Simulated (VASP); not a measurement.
# Ag (Fd-3m) in VASP: a series of runs

Runs on Ag. Level: r2SCAN. Tasks: single point, relaxation of cell and atoms.

Everything below comes from runs of VASP 6.6.1. Logs are shortened: lines on timing, memory, paths and dates and some standing lists are left out, and cuts for length are marked.

**1. The cell of the first run**

Symmetry: Fd-3m, No. 227, cubic system. Conventional cell: a = 5.348 Å, b = 5.348 Å, c = 5.348 Å, α = 90.00°, β = 90.00°, γ = 90.00°. Ag (site symmetry -43m) has 4 Ag at 2.32 Å within 3.1 Å.

**2. Single point, r2SCAN**

Input file POSCAR:

```
Ag
1.0
    0.0000000000      2.6739609446      2.6739609446
    2.6739609446      0.0000000000      2.6739609446
    2.6739609446      2.6739609446      0.0000000000
Ag
2
Direct
    0.0000000000      0.0000000000      0.0000000000
    0.2500000000      0.2500000000      0.2500000000
```

Input file INCAR.step1:

```
SYSTEM = Ag
ALGO = Normal
EDIFF = 1E-4
ENCUT = 520
GGA = PE
ISMEAR = -1
LASPH = .TRUE.
LCHARG = .FALSE.
LREAL = .FALSE.
LWAVE = .TRUE.
NBANDS = 18
NELM = 100
PREC = Accurate
SIGMA = 0.1
```

Input file INCAR.step2:

```
SYSTEM = Ag
ALGO = Normal
EDIFF = 1E-7
ENCUT = 520
ISIF = 2
ISMEAR = -1
ISTART = 1
LASPH = .TRUE.
LCHARG = .FALSE.
LMIXTAU = .TRUE.
LREAL = .FALSE.
LWAVE = .FALSE.
METAGGA = R2SCAN
NBANDS = 18
NELM = 100
PREC = Accurate
SIGMA = 0.1
```

Input file KPOINTS:

```
k-points
0
G
  8 8 8
  0 0 0
```

Potentials or basis: VASP PAW PBE potentials, release 64 (Ag).

Run with:

```bash
> cat potpaw_PBE.64/Ag/POTCAR > POTCAR
> cp INCAR.step1 INCAR
> mpirun -np 1 vasp_std > vasp.out
> cp INCAR.step2 INCAR
> mpirun -np 1 vasp_std > vasp.out
```

OUTCAR:

```text
SYSTEM = Ag
   EDIFF = 1E-7
   ENCUT = 520
   ISIF = 2
   ISMEAR = -1
   ISTART = 1
   LASPH = .TRUE.
   LREAL = .FALSE.
   METAGGA = R2SCAN
   NELM = 100
   PREC = Accurate

 ion  position               nearest neighbor table
   1  0.000  0.000  0.000-   2 2.32   2 2.32   2 2.32   2 2.32
   2  0.250  0.250  0.250-   1 2.32   1 2.32   1 2.32   1 2.32

  LATTYP: Found a face centered cubic cell.
 ALAT       =     5.3479218892

  Lattice vectors:

 A1 = (   0.0000000000,   2.6739609446,   2.6739609446)
 A2 = (   2.6739609446,   0.0000000000,   2.6739609446)
 A3 = (   2.6739609446,   2.6739609446,   0.0000000000)

Analysis of symmetry for initial positions (statically):
=====================================================================
 Subroutine PRICEL returns:
 Original cell was already a primitive cell.

 Routine SETGRP: Setting up the symmetry group for a
 face centered cubic supercell.

 Subroutine GETGRP returns: Found 48 space group operations
 (whereof 24 operations were pure point group operations)
 out of a pool of 48 trial point group operations.

The static configuration has the point symmetry T_d .
 The point group associated with its full space group is O_h .

Analysis of symmetry for dynamics (positions and initial velocities):
=====================================================================
 Subroutine PRICEL returns:
 Original cell was already a primitive cell.

 Routine SETGRP: Setting up the symmetry group for a
 face centered cubic supercell.

 Subroutine GETGRP returns: Found 48 space group operations
 (whereof 24 operations were pure point group operations)
 out of a pool of 48 trial point group operations.

The dynamic configuration has the point symmetry T_d .
 The point group associated with its full space group is O_h .

 Subroutine INISYM returns: Found 48 space group operations
 (whereof 24 operations are pure point group operations),
 and found     1 'primitive' translations

----------------------------------------------------------------------------------------

                                     Primitive cell

  volume of cell :      38.2380

  direct lattice vectors                    reciprocal lattice vectors
     0.000000000  2.673960945  2.673960945    -0.186988520  0.186988520  0.186988520
     2.673960945  0.000000000  2.673960945     0.186988520 -0.186988520  0.186988520
     2.673960945  2.673960945  0.000000000     0.186988520  0.186988520 -0.186988520

  length of vectors
     3.781551833  3.781551833  3.781551833     0.323873617  0.323873617  0.323873617

  position of ions in fractional coordinates (direct lattice)
     0.000000000  0.000000000  0.000000000
     0.250000000  0.250000000  0.250000000

  ion indices of the primitive-cell ions
   primitive index   ion index
                 1           1
                 2           2

----------------------------------------------------------------------------------------

 KPOINTS: k-points

Automatic generation of k-mesh.
 Grid dimensions read from file:
 generate k-points for:    8    8    8

 Generating k-lattice:

  Cartesian coordinates                     Fractional coordinates (reciprocal lattice)
    -0.023373565  0.023373565  0.023373565     0.125000000  0.000000000  0.000000000
     0.023373565 -0.023373565  0.023373565     0.000000000  0.125000000  0.000000000
     0.023373565  0.023373565 -0.023373565     0.000000000  0.000000000  0.125000000

  Length of vectors
     0.040484202  0.040484202  0.040484202

  Shift w.r.t. Gamma in fractional coordinates (k-lattice)
     0.000000000  0.000000000  0.000000000

 Subroutine IBZKPT returns following result:
 ===========================================

 Found     29 irreducible k-points:

 Following reciprocal coordinates:
            Coordinates               Weight
  0.000000  0.000000  0.000000      1.000000
  0.125000  0.000000  0.000000      8.000000
  0.250000  0.000000  0.000000      8.000000
  0.375000  0.000000  0.000000      8.000000
  0.500000  0.000000  0.000000      4.000000
  0.125000  0.125000  0.000000      6.000000
[... 16 lines left out ...]
  0.500000  0.250000  0.125000     48.000000
 -0.375000  0.250000  0.125000     24.000000
 [... further k-points ...]
   k-points           NKPTS =     29   k-points in BZ     NKDIM =     29   number of bands    NBANDS=     18
   number of dos      NEDOS =    301   number of ions     NIONS =      2
   total plane-waves  NPLWV =  21952
   dimension x,y,z NGX =    28 NGY =   28 NGZ =   28
   dimension x,y,z NGXF=    56 NGYF=   56 NGZF=   56
   ions per type =               2
   NGX,Y,Z   is equivalent  to a cutoff of  12.31, 12.31, 12.31 a.u.
   NGXF,Y,Z  is equivalent  to a cutoff of  24.62, 24.62, 24.62 a.u.
 SYSTEM =  Ag
   PREC   = accura    normal or accurate (medium, high low for compatibility)
   ISTART =      1    job   : 0-new  1-cont  2-samecut
   ICHARG =      0    charge: 1-file 2-atom 10-const
   ISPIN  =      1    spin polarized calculation?
   LNONCOLLINEAR =      F non collinear calculations
   LSORBIT =      F    spin-orbit coupling
   LASPH  =      T    aspherical Exc in radial PAW
   ENCUT  =  520.0 eV  38.22 Ry    6.18 a.u.   7.03  7.03  7.03*2*pi/ulx,y,z
   NELM   =    100;   NELMIN=  2; NELMDL=  0     # of ELM steps
   EDIFF  = 0.1E-06   stopping-criterion for ELM
   LREAL  =      F    real-space projection
   EDIFFG = 0.1E-05   stopping-criterion for IOM
   NSW    =      0    number of steps for IOM
   IBRION =     -1    ionic relax: 0-MD 1-quasi-New 2-CG
   NFREE  =      0    steps in history (QN), initial steepest desc. (CG)
   ISIF   =      2    stress and relaxation
   ISYM   =      2    0-nonsym 1-usesym 2-fastsym
   POTIM  = 0.5000    time-step for ionic-motion
   TEBEG  =    0.0;   TEEND  =   0.0 temperature during run
   PSTRESS=    0.0 pullay stress
   NELECT =      22.0000    total number of electrons
   NUPDOWN=      -1.0000    fix difference up-down
   EMIN   =  10.00;   EMAX   =-10.00  energy-range for DOS
   EFERMI =   0.00;   METHOD = LEGACY
   ISMEAR =    -1;   SIGMA  =   0.10  broadening in eV -4-tet -1-fermi 0-gaus
   EFERMI_NEDOS =   21; number of points for ismear=-14 and -15
   IALGO  =     38    algorithm
   IMIX   =      4    mixing-type and parameters
     AMIX     =   0.40;   BMIX     =  1.00
     AMIX_MAG =   1.60;   BMIX_MAG =  1.00
  volume/ion in A,a.u.               =      19.12       129.02
  Fermi-wavevector in a.u.,A,eV,Ry     =   1.361604  2.573058 25.224714  1.853964
  Thomas-Fermi vector in A             =   2.488165
   LORBIT       =      0    0 simple, 1 ext, 2 COOP (PROOUT), +10 PAW based schemes
   METAGGA = R2SCAN    functional components
   LHFCALC =     F    Hartree Fock is set to
   AEXX    =    0.0000 exact exchange contribution
   IVDW    =     0    specifies the selected vdW correction
   LEPSILON=     F    determine dielectric tensor
   LRPA    =     F    only Hartree local field effects (RPA)
 non-spin polarized calculation
  energy-cutoff  :      520.00
  volume of cell :       38.24
 maximum number of plane-waves:      1056
   NGX = 13   NGY = 13   NGZ = 13

 number of electron      22.0000006 magnetization

 Free energy of the ion-electron system (eV)
  ---------------------------------------------------
  ext. energy  EPLUGINS =         0.00000000
  ---------------------------------------------------
  free energy    TOTEN  =       -39.26573447 eV

  energy without entropy =      -39.25178405  energy(sigma->0) =      -39.25875926

 E-fermi :   7.1124     XC(G=0): -11.9274

 val. band max:        6.8694213815   @ k =  -0.3750   0.3750   0.1250
 cond. band min:       7.1543329670   @ k =   0.5000   0.1250   0.0000
 fundamental gap:      0.2849115855
 Fermi energy:         7.1124188468

 k-point     1 :       0.0000    0.0000    0.0000
  band No.  band energies     occupation
      1      -0.0811      2.00000
      2       0.2496      2.00000
      3       0.2496      2.00000
      4       0.4624      2.00000
      5       0.4624      2.00000
      6       0.4624      2.00000
[... 10 lines left out ...]
     17      19.7926      0.00000
     18      19.9783      0.00000

 k-point     2 :       0.1250    0.0000    0.0000
  band No.  band energies     occupation
      1       0.1100      2.00000
      2       0.1100      2.00000
      3       0.1702      2.00000
      4       0.4890      2.00000
      5       0.6694      2.00000
      6       0.6694      2.00000
[... 10 lines left out ...]
     17      21.2930      0.00000
     18      21.2930      0.00000

 k-point     3 :       0.2500    0.0000    0.0000
  band No.  band energies     occupation
      1       0.0490      2.00000
      2       0.0490      2.00000
      3       0.3561      2.00000
      4       0.8350      2.00000
      5       0.8350      2.00000
      6       0.9894      2.00000
[... 10 lines left out ...]
     17      20.8634      0.00000
     18      21.4392      0.00000

 k-point     4 :       0.3750    0.0000    0.0000
  band No.  band energies     occupation
      1       0.1460      2.00000
      2       0.1460      2.00000
      3       0.3769      2.00000
      4       0.7462      2.00000
      5       0.7462      2.00000
      6       1.3362      2.00000
[... 375 lines left out ...]
      4       0.7463      2.00000
      5       1.3903      2.00000
      6       1.4159      2.00000
[... 10 lines left out ...]
     17      21.9085      0.00000
     18      23.4995      0.00000

 k-point    23 :       0.5000    0.2500    0.1250
  band No.  band energies     occupation
      1      -0.2163      2.00000
      2      -0.0328      2.00000
      3       0.6231      2.00000
      4       0.8407      2.00000
      5       1.4147      2.00000
      6       1.5309      2.00000
[... 10 lines left out ...]
     17      21.9786      0.00000
     18      23.8308      0.00000

 k-point    24 :      -0.3750    0.2500    0.1250
  band No.  band energies     occupation
      1      -0.2253      2.00000
      2      -0.0543      2.00000
      3       0.5964      2.00000
      4       0.9982      2.00000
      5       1.3565      2.00000
      6       1.4539      2.00000
[... 10 lines left out ...]
     17      23.8631      0.00000
     18      24.3369      0.00000

 [... further k-points ...]
[... 5 lines left out ...]
  --------------------------------------------------------------------------------------
  -------------------------------------------------------------------------------------
  Total       10.8045259     10.8045259     10.8045259      0.0000000      0.0000000     -0.0000000
  in kB      452.7110780    452.7110780    452.7110780      0.0000000      0.0000000     -0.0000000
  external PRESSURE =     452.7110780 kB  Pullay stress =       0.0000000 kB

 VOLUME and BASIS-vectors are now :
 -----------------------------------------------------------------------------
  energy-cutoff  :      520.00
  volume of cell :       38.24
      direct lattice vectors                 reciprocal lattice vectors
     0.000000000  2.673960945  2.673960945    -0.186988520  0.186988520  0.186988520
     2.673960945  0.000000000  2.673960945     0.186988520 -0.186988520  0.186988520
     2.673960945  2.673960945  0.000000000     0.186988520  0.186988520 -0.186988520

 POSITION                                       TOTAL-FORCE (eV/Angst)
 -----------------------------------------------------------------------------------
      0.00000      0.00000      0.00000        -0.000000      0.000000     -0.000000
      1.33698      1.33698      1.33698         0.000000     -0.000000      0.000000
 -----------------------------------------------------------------------------------
    total drift:                                0.000000      0.000000      0.000000

  FREE ENERGIE OF THE ION-ELECTRON SYSTEM (eV)
  ---------------------------------------------------
  free  energy   TOTEN  =       -39.2657344739 eV

  energy  without entropy=      -39.2517840515  energy(sigma->0) =      -39.25875926
```

Wall time 43 s (1 thread of Intel Xeon 6975P-C (Granite Rapids), shared host); peak memory 0.17 GiB.

What came out:

| Property | Result |
| --- | --- |
| Free energy | -39.2657 eV |
| Pressure | 45.3 GPa |
| Band gap on the k mesh | zero (band 11 reaches 8.17 eV, above the bottom of band 12 at 6.64 eV) |

Levels at points of the mesh, in eV from the Fermi level:
```
           k point  band 7  band 8  band 9  band 10  band 11  band 12  band 13  band 14  band 15  band 16
(0.00, 0.00, 0.00)   -4.23   -4.23   -4.23    -2.87    -2.87    12.37    12.37    12.37    12.68    12.68
(0.50, 0.00, 0.00)   -3.90   -3.90   -3.03    -3.03    -1.86    -0.47     8.67     8.67    10.51    12.95
(0.50, 0.50, 0.00)   -4.68   -4.68   -2.81    -2.81     0.44     0.44     4.05     4.05     9.51     9.51
```

Caveat: the PAW data sets were made with another functional, which shifts forces and pressure a little.

(Part 1 of 2 ends here.)
